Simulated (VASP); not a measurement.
Write the native input for VASP 6.6.1 that does the following.

```
Task                   : single point
Functional             : PBE
Potentials or basis    : VASP PAW PBE potentials, release 64 (Zr_sv, C)
Cutoff                 : 520 eV
k mesh                 : 8 × 8 × 12
Occupations            : gaussian, width 0.05 eV
Spin                   : no spin polarisation
Dipole correction      : no
Further INCAR settings : ALGO = Normal; EDIFF = 1e-07; NBANDS = 24
```

The structure of ZrC lies in POSCAR:

```
ZrC
1.0
    4.2425692316      0.0000000000      0.0000000000
    0.0000000000      4.2425692316      0.0000000000
    0.0000000000      0.0000000000      3.1123587551
Zr C
2 2
Direct
    0.5000000000      0.0000000000      0.2282707802
    0.0000000000      0.5000000000      0.7717292198
    0.0000000000      0.0000000000      0.0000000000
    0.5000000000      0.5000000000      0.0000000000
```

The input as run:

INCAR

```
PREC = Accurate ; ENCUT = 520
EDIFF = 1E-7 ; ISMEAR = 0
SIGMA = 0.05 ; LREAL = F
LASPH = T ; NELM = 60
ALGO = Normal ; ISIF = 2
LWAVE = F ; LCHARG = F
GGA = PE ; NBANDS = 24
```

KPOINTS

```
regular mesh
0
Gamma
  8 8 12
```

Potentials or basis: VASP PAW PBE potentials, release 64 (Zr_sv, C).

Run with:

```sh
$ cat potpaw_PBE.64/Zr_sv/POTCAR potpaw_PBE.64/C/POTCAR > POTCAR
$ mpirun -np 1 vasp_std > vasp.out
```

Results of the run:

```yaml
Pressure: 0.2 GPa
Largest_force: 0.019 eV/Å
Band_gap_on_the_k_mesh: zero (bands 16 and 17 overlap by 0.92 eV)
```

Wall time 2.2 min on 1 thread of Intel Xeon 8259CL, on a shared host, peak memory 0.25 GiB.
